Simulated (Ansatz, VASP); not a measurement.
NaI: VASP beside Ansatz

```
CELL_PARAMETERS angstrom
0.00000 3.22968 3.22968
3.22968 0.00000 3.22968
3.22968 3.22968 0.00000
ATOMIC_POSITIONS crystal
Na 0.00000 0.00000 0.00000
I 0.50000 0.50000 0.50000
```

Alike in both runs: task single point; functional PBE; k mesh 8 × 8 × 8; non-collinear spin, spin-orbit coupling.

```csv
,VASP,Ansatz
version,VASP 6.6.1,Ansatz 0.2.0
potentials or method,"VASP PAW PBE potentials, release 64 (Na_pv, I)","plane waves, PAW"
plane-wave cutoff (eV),520,420
occupations,"gaussian, width 0.01 eV",fixed
valence electrons in the cell,14,26
```

Ansatz gave:

| Property | Result |
| --- | --- |
| pressure (GPa) | 0.5 |
| net moment per atom (μB) | 0.00 |

Problem. Which values does VASP return?

Solution. Pressure (GPa): 0.6; net moment per atom (μB): 0.00.

VASP's potentials hold 14 valence electrons a cell and Ansatz's 26, so a difference there can come from the potentials and not from the codes.
